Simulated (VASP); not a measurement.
Set up this calculation in VASP 6.6.1, as the native input.

```yaml
Task: single point
Functional: PBE
Potentials_or_basis: VASP PAW PBE potentials, release 64 (Cd, Te)
Cutoff: 520 eV
k_mesh: 6 × 6 × 6
Occupations: fermi-dirac, width 0.02 eV
Spin: no spin polarisation
Dipole_correction: no
Further_INCAR_settings: ALGO = Normal; EDIFF = 1e-06; NBANDS = 16
```

The structure of CdTe lies in POSCAR:

```
CdTe
1.0
    0.0000000000      3.2799012452      3.2985966823
    3.2799012452      0.0000000000      3.2985966823
    3.2799012452      3.2799012452      0.0000000000
Cd Te
1 1
Direct
    0.0000000000      0.0000000000      0.0000000000
    0.2500000000      0.2500000000      0.2500000000
```

This cell differs from its parent crystal: uniaxial z strain +0.6%.

One way to write it, as run:

INCAR

```
PREC = Accurate
ENCUT = 520
EDIFF = 1E-6
ISMEAR = -1
SIGMA = 0.02
LREAL = False
LASPH = True
NELM = 100
ALGO = Normal
ISIF = 2
LWAVE = False
LCHARG = False
GGA = PE
NBANDS = 16
```

KPOINTS

```
regular mesh
0
Gamma
  6 6 6
```

Potentials or basis: VASP PAW PBE potentials, release 64 (Cd, Te).

The run is started by

```console
$ cat potpaw_PBE.64/Cd/POTCAR potpaw_PBE.64/Te/POTCAR > POTCAR
$ mpirun -np 1 vasp_std > vasp.out
```

Results of the run:

```
Pressure               : 0.9 GPa
Band gap on the k mesh : 0.64 eV
```

Caveat: the cell differs from its parent crystal (uniaxial z strain +0.6%); spin-orbit coupling is left out, which moves the levels of the heavy elements.

Wall time 34 s on 1 thread of Intel Xeon 8259CL, with other jobs on the host, peak memory 0.22 GiB.
